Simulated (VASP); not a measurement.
**BN: single point with LDA**

BN:

```
B N
1.0
    -0.03615    1.78943    1.78943
     1.78943   -0.03615    1.78943
     1.78943    1.78943   -0.03615
B N
1 1
Direct
  0.00000 0.00000 0.00000
  0.75000 0.75000 0.75000
```

This cell differs from its parent crystal: equal xy, yz and zx shear strains of -2 %.

```
Program             : VASP 6.6.1
Task                : single point
Functional          : LDA
Potentials or basis : VASP PAW LDA potentials, release 64 (B, N)
Cutoff              : 520 eV
k mesh              : 11 × 11 × 11
Occupations         : fermi-dirac, width 0.02 eV
Spin                : no spin polarisation
```

| Property | Result |
| --- | --- |
| Pressure | -9.5 GPa |
| Largest force | 0.100 eV/Å |
| Band gap on the k mesh | 4.37 eV, indirect (least direct gap 8.36 eV) |

Forces in eV/Å, atoms in the order of the input:
```
B    0.058  0.058  0.058
N   -0.058 -0.058 -0.058
```

Stress tensor (GPa, compression positive):
```
-9.51  9.15  9.15
 9.15 -9.51  9.15
 9.15  9.15 -9.51
```

Levels at points of the mesh, in eV from the valence-band top:
| k point | band 2 | band 3 | band 4 | band 5 | band 6 | band 7 |
| --- | --- | --- | --- | --- | --- | --- |
| (0.00, 0.00, 0.00) | -0.09 | -0.09 | 0.00 | 8.36 | 8.36 | 8.86 |

Run time: 6.2 s on 1 thread of Intel(R) Xeon(R) 6975P-C (Granite Rapids), on a shared host, peak memory 0.12 GiB.

Caveat: the cell differs from its parent crystal (equal xy, yz and zx shear strains of -2 %). A k mesh can miss the band edges.
